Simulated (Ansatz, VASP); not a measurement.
**Two plane-wave programs on Ge**

Contents of INCAR:

```
PREC = Accurate
ENCUT = 520
EDIFF = 1E-6
ISMEAR = 0
SIGMA = 0.05
LREAL = F
LASPH = T
NELM = 150
ALGO = Normal
ISIF = 2
LWAVE = F
LCHARG = F
MAGMOM = 0 0 0 0 0 0
LORBIT = 11
LSORBIT = T
GGA_COMPAT = F
LORBMOM = T
GGA = PE
NBANDS = 40
```

Contents of KPOINTS:

```
Automatic mesh
0
Gamma
  12 12 12
```

File POSCAR:

```
Ge
1.0
    0.0000000000      2.8836577741      2.8836577741
    2.8836577741      0.0000000000      2.8836577741
    2.8836577741      2.8836577741      0.0000000000
Ge
2
Direct
    0.5000000000      0.5000000000      0.5000000000
    0.7500000000      0.7500000000      0.7500000000
```

Input for Ansatz:

```yaml
crystal:
  lattice:
    - [0.0, 2.8836577635, 2.8836577635]
    - [2.8836577635, 0.0, 2.8836577635]
    - [2.8836577635, 2.8836577635, 0.0]
  atoms:
    - { symbol: Ge, position: [0.5, 0.5, 0.5] }
    - { symbol: Ge, position: [0.75, 0.75, 0.75] }
basis:
  ecutwfc: 420
  ecutrho_ratio: 4
kpoints:
  mp_grid: { grid: [12, 12, 12] }
hamiltonian:
  xc: pbe
scf:
  occupations: { method: gaussian, width: 0.05 }
output:
  forces: true
  stress: true
  eigenvalues: true
  populations: true
magnetization:
  noncollinear: true
  spin_orbit: true
```

Alike in both runs: task single point; functional PBE; k mesh 12 × 12 × 12; occupations gaussian, width 0.05 eV; non-collinear spin, spin-orbit coupling.

|  | VASP | Ansatz |
| --- | --- | --- |
| version | VASP 6.6.1 | Ansatz 0.2.0 |
| potentials or method | VASP PAW PBE potentials, release 64 (Ge_d), cutoff 520 eV | plane waves, PAW |
| valence electrons in the cell | 28 | 28 |

```tsv
	VASP	Ansatz	Ansatz less VASP
pressure (GPa)	-0.2	-0.2	+0.03
net moment per atom (μB)	0.00	0.00	0.000
```

The functional is the same, so the differences come from potentials, cutoffs and numerics.
